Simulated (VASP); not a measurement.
# MnHg: electric field gradients with PBE

Crystal: MnHg.

```
Mn Hg
1.0
     3.35249    0.00000    0.00000
     0.00000    3.35249    0.00000
     0.00000    0.00000    3.37798
Mn Hg
1 1
Direct
  0.50000 0.50000 0.50000
  0.00000 0.00000 0.00000
```

```yaml
Program: VASP 6.6.1
Task: electric field gradients
Functional: PBE
Potentials_or_basis: VASP PAW PBE potentials, release 64 (Mn_pv, Hg)
Cutoff: 520 eV
k_mesh: 11 × 11 × 11
Occupations: fermi-dirac, width 0.05 eV
Spin: collinear spin, ferromagnetic start
Starting_moments: "[4.0, 0.0] μB"
Dipole_correction: no
Further_INCAR_settings: ALGO = Normal; EDIFF = 1e-08; NBANDS = 24
```

- Pressure: -1.9 GPa
- Net moment: 4.03 μB per cell
- Site moments: Mn +3.92; Hg -0.05 μB
- Largest electric field gradient by atom: Mn +0.7; Hg +0.4 V/Å²
- Valence electrons inside the program's atomic spheres: Mn 11.36; Hg 10.56

Stress tensor (GPa, compression positive):
```
-1.79  0.00  0.00
 0.00 -1.79  0.00
 0.00  0.00 -1.99
```

Levels at points of the mesh, in eV from the Fermi level:
Spin up:
| k point | band 12 | band 13 | band 14 | band 15 | band 16 | band 17 | band 18 | band 19 |
| --- | --- | --- | --- | --- | --- | --- | --- | --- |
| (0.00, 0.00, 0.00) | -2.22 | -2.22 | -2.21 | 4.58 | 4.79 | 4.79 | 7.97 | 10.70 |
Spin down:
| k point | band 7 | band 8 | band 9 | band 10 | band 11 | band 12 | band 13 | band 14 |
| --- | --- | --- | --- | --- | --- | --- | --- | --- |
| (0.00, 0.00, 0.00) | -7.00 | -7.00 | -6.99 | 0.34 | 0.36 | 1.40 | 1.40 | 1.41 |

Electric field gradients, principal values (V/Å²):
```
atom   least  middle  greatest (by size)
1 Mn  -0.373  -0.373               0.746
2 Hg  -0.210  -0.210               0.419
```

Wall time 4.9 min on 1 thread of Intel Xeon 8259CL, with other jobs on the host, peak memory 0.3 GiB.

Caveat: without QUAD_EFG the Cq values of the log hold for a quadrupole moment of 1 mb, not for the nuclei; spin-orbit coupling is left out, which moves the levels of the heavy elements.
